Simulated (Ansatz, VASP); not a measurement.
**BiTe in VASP and in Ansatz**

```
Bi Te
1.0
     0.00000    3.29845    3.29845
     3.29845    0.00000    3.29845
     3.29845    3.29845    0.00000
Bi Te
1 1
Direct
  0.00000 0.00000 0.00000
  0.50000 0.50000 0.50000
```

Alike in both runs: task single point; functional PBE0; k mesh 4 × 4 × 4; occupations fermi-dirac, width 0.05 eV; no spin polarisation.

|  | VASP | Ansatz |
| --- | --- | --- |
| version | VASP 6.6.1 | Ansatz 0.2.0 |
| potentials or method | VASP PAW PBE potentials, release 64 (Bi_d, Te) | Ansatz PAW |
| plane-wave cutoff (eV) | 520 | 420 |
| valence electrons in the cell | 21 | 31 |

Ansatz gave:

- gap on the k mesh at the Fermi level (eV): none
- pressure (GPa): -4.0

Question: Estimate VASP's values.

Answer: gap on the k mesh at the Fermi level (eV): none; pressure (GPa): -4.2.

A gap of «none» marks a metal or a gap that the smearing closes. With one functional, cell and mesh, what is left measures potentials, basis and numerics. VASP's potentials hold 21 valence electrons a cell and Ansatz's 31, so a difference there can come from the potentials and not from the codes.

The k mesh is coarse, so the values compare programs but aren't converged. Neither program's run includes spin-orbit coupling.
